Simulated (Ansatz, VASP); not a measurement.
**Two plane-wave programs on TaN**

```
CELL_PARAMETERS angstrom
0.00000 2.20863 2.20863
2.20863 0.00000 2.20863
2.20863 2.20863 0.00000
ATOMIC_POSITIONS crystal
Ta 0.50101 0.50101 0.50101
N 0.98693 0.98693 0.98693
```

Change from the starting cell: mode 4 (383.7 1/cm) frozen in, largest displacement -0.100 Å.

Alike in both runs: task single point; functional PBE; k mesh 24 × 24 × 24; occupations gaussian, width 0.15 eV; no spin polarisation.

|  | VASP | Ansatz |
| --- | --- | --- |
| version | VASP 6.6.1 | Ansatz 0.2.0 |
| potentials or method | VASP PAW PBE potentials, release 64 (Ta_pv, N), cutoff 520 eV | scalar-relativistic, plane waves, PAW |
| valence electrons in the cell | 16 | 18 |

VASP gave:

```
gap on the k mesh at the Fermi level (eV)                     : none
pressure (GPa)                                                : 2.6
traceless stress, the component that is largest in VASP (GPa) : -0.57
rms of the force components (eV/Å)                            : 0.467
```

Question: Which values does Ansatz return?

Answer: gap on the k mesh at the Fermi level (eV): none; pressure (GPa): 1.8; traceless stress, the component that is largest in VASP (GPa): -0.56; rms of the force components (eV/Å): 0.466.

Atom by atom the forces differ by 0.000 eV/Å (rms over components). A gap of «none» marks a metal or a gap that the smearing closes. VASP's potentials hold 16 valence electrons a cell and Ansatz's 18, so a difference there can come from the potentials and not from the codes.

Neither program's run includes spin-orbit coupling.
